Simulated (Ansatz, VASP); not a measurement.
**BAs: VASP beside Ansatz**

```
B As
1.0
     0.00000    2.36627    2.36627
     2.36627    0.00000    2.36627
     2.36627    2.36627    0.00000
B As
1 1
Direct
  0.00000 0.00000 0.00000
  0.25000 0.25000 0.25000
```

Alike in both runs: functional LDA; k mesh 10 × 10 × 10; occupations gaussian, width 0.02 eV; no spin polarisation.

Ansatz relaxed the structure, and its values are those at the end. VASP's run is a single point on that final structure, the one shown.

|  | VASP | Ansatz |
| --- | --- | --- |
| version | VASP 6.6.1 | Ansatz 0.2.0 |
| potentials or method | VASP PAW LDA potentials, release 64 (B_h, As_d), cutoff 1230 eV | scalar-relativistic, plane waves, PAW |
| valence electrons in the cell | 18 | 18 |

```csv
,VASP,Ansatz,Ansatz less VASP
gap on the k mesh at the Fermi level (eV),1.10,1.10,+0.003
least direct gap on the mesh (eV),3.29,3.29,+0.004
pressure (GPa),0.3,0.0,-0.33
```

LDA's correlation is that of Perdew and Zunger in VASP and of Perdew and Wang (1992) in Ansatz.
